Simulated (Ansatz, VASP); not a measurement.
## Ti3H: VASP beside Ansatz

```
Ti H
1.0
     3.76203    0.00000    0.00000
     0.00000    3.76203    0.00000
     0.00000    0.00000    3.76203
Ti H
3 1
Cartesian
  0.0000 1.8810 1.8810
  1.8810 1.8810 0.0000
  1.8810 0.0000 1.8810
  0.0000 0.0000 0.0000
```

Change from the starting cell: species swapped into the La3Tl type (Pm-3m, No. 221).

Alike in both runs: task relaxation of cell and atoms; functional PBE; k mesh 4 × 4 × 4; occupations gaussian, width 0.1 eV; no spin polarisation.

|  | VASP | Ansatz |
| --- | --- | --- |
| version | VASP 6.6.1 | Ansatz 0.2.0 |
| potentials or method | VASP PAW PBE potentials, release 64 (Ti_sv, H), cutoff 600 eV | scalar-relativistic, plane waves, PAW |
| valence electrons in the cell | 37 | 37 |

|  | VASP | Ansatz | Ansatz less VASP |
| --- | --- | --- | --- |
| gap on the k mesh at the Fermi level, each at its own relaxed structure (eV) | none | none | - |
| relaxed volume (Å³/atom) | 14.34 | 14.41 | +0.073 |
| relaxed cell length with the largest relative difference (Å) | 3.857 | 3.863 | +0.0066 |

A gap of «none» marks a metal or a gap that the smearing closes.

The k mesh is coarse, so the values compare programs but aren't converged.
